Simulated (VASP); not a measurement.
Pt:

```
Pt
1.0
     1.64240    0.94824    3.93283
    -1.64240    0.94824    3.93283
     0.00000   -1.89648    3.93283
Pt
2
Cartesian
  0.0000 0.0000 0.6808
  0.0000 0.0000 11.1177
```

- Program: VASP 6.6.1
- Task: relaxation of cell and atoms
- Functional: PBE
- Potentials or basis: VASP PAW PBE potentials, release 64 (Pt)
- Cutoff: 600 eV
- k mesh: 6 × 6 × 6
- Occupations: gaussian, width 0.1 eV
- Spin: no spin polarisation

At the start: pressure 197.5 GPa; volume 18.37 Å³/atom.

**Question.** How do energy, volume and symmetry change on relaxing?

**Answer.** Over 36 steps the energy falls by 18440.5 meV/atom and the volume is 16.13 Å³/atom (-12.2 %); space group R-3m (No. 166, to 0.05 Å).

Step by step:
```tsv
step	energy change (eV)	largest force (eV/Å)	pressure (GPa)	volume (Å³)
1	0.0000	105.6231	197.49	36.75
2	183.6165	541.8756	52.98	149.51
3	-31.8765	0.0699	-23.07	65.03
4	-31.9477	0.2088	-23.11	64.48
5	-34.2792	1.4741	-6.58	50.72
6	-33.5693	1.3399	-23.94	55.49
7	-34.2805	0.4413	-15.90	52.05
8	-34.3320	0.3278	-12.12	51.31
9	-34.3312	0.6959	-10.37	51.02
10	-34.7494	4.4872	7.74	41.56
11	-34.7509	4.2846	6.47	41.93
12	-34.9656	4.3143	8.10	40.05
13	-35.4963	5.3352	21.20	34.67
14	-31.4580	3.7483	189.61	25.09
15	-35.5462	5.5767	25.32	33.83
16	-35.2779	4.9043	57.81	30.14
17	-35.5779	5.4627	31.86	32.78
18	-35.9247	3.6114	25.91	32.52
19	-36.1004	1.8611	23.22	32.15
20	-36.2954	1.5799	11.52	33.15
21	-36.4276	1.2068	-2.87	34.76
22	-36.4328	1.1369	-5.34	35.11
23	-36.4743	1.2015	-5.31	34.86
24	-36.6008	1.3613	-4.74	34.11
25	-36.8063	1.3310	-0.27	32.58
26	-35.8346	5.0770	40.90	29.41
27	-36.7958	1.5105	1.66	32.32
28	-36.7915	0.8644	7.45	31.49
29	-36.8078	1.2839	4.18	31.90
30	-36.8499	0.2109	2.04	32.04
31	-36.8502	0.1214	1.94	32.05
32	-36.8752	0.1339	-0.31	32.32
33	-36.8792	0.1361	-1.43	32.48
34	-36.8807	0.0893	0.02	32.28
35	-36.8807	0.0836	0.20	32.25
36	-36.8809	0.0378	0.12	32.26
```

Final structure:
```
CELL_PARAMETERS angstrom
1.37423 0.79341 4.93153
-1.37423 0.79341 4.93153
0.00000 -1.58683 4.93153
ATOMIC_POSITIONS crystal
Pt 0.41249 0.41249 0.41249
Pt 0.58751 0.58751 0.58751
```

Caveat: the k points lie up to 0.45 Å⁻¹ apart in the final cell.
